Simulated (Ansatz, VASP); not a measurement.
## One calculation of Sc2GaN3, two programs

```
CELL_PARAMETERS angstrom
4.94194 0.00000 0.00000
-2.47097 4.27985 0.00000
0.00000 0.00000 5.33256
ATOMIC_POSITIONS crystal
Sc 0.33333 0.66667 0.00000
Sc 0.66667 0.33333 0.00000
Ga 0.66667 0.33333 0.50000
N 0.33333 0.66667 0.39156
N 0.33333 0.66667 0.60844
N 0.00000 0.00000 0.50000
```

Alike in both runs: functional PBE; k mesh 3 × 3 × 2; occupations gaussian, width 0.15 eV; no spin polarisation.

Ansatz relaxed the structure, and its values are those at the end. VASP's run is a single point on that final structure, the one shown.

|  | VASP | Ansatz |
| --- | --- | --- |
| version | VASP 6.6.1 | Ansatz 0.2.0 |
| potentials or method | VASP PAW PBE potentials, release 64 (Sc_sv, Ga_d, N), cutoff 600 eV | scalar-relativistic, plane waves, PAW |
| valence electrons in the cell | 50 | 50 |

|  | VASP | Ansatz | Ansatz less VASP |
| --- | --- | --- | --- |
| gap on the k mesh at the Fermi level (eV) | none | none | - |
| pressure (GPa) | 0.5 | 0.1 | -0.42 |
| rms of the force components (eV/Å) | 0.248 | 0.021 | -0.2274 |

A gap of «none» marks a metal or a gap that the smearing closes. One of these differences is far larger than is usual between the two programs; its cause wasn't traced.

The k mesh is coarse, so the values compare programs but aren't converged. Noted on VASP's run: the standard files for N, O and F lose accuracy on very short bonds.
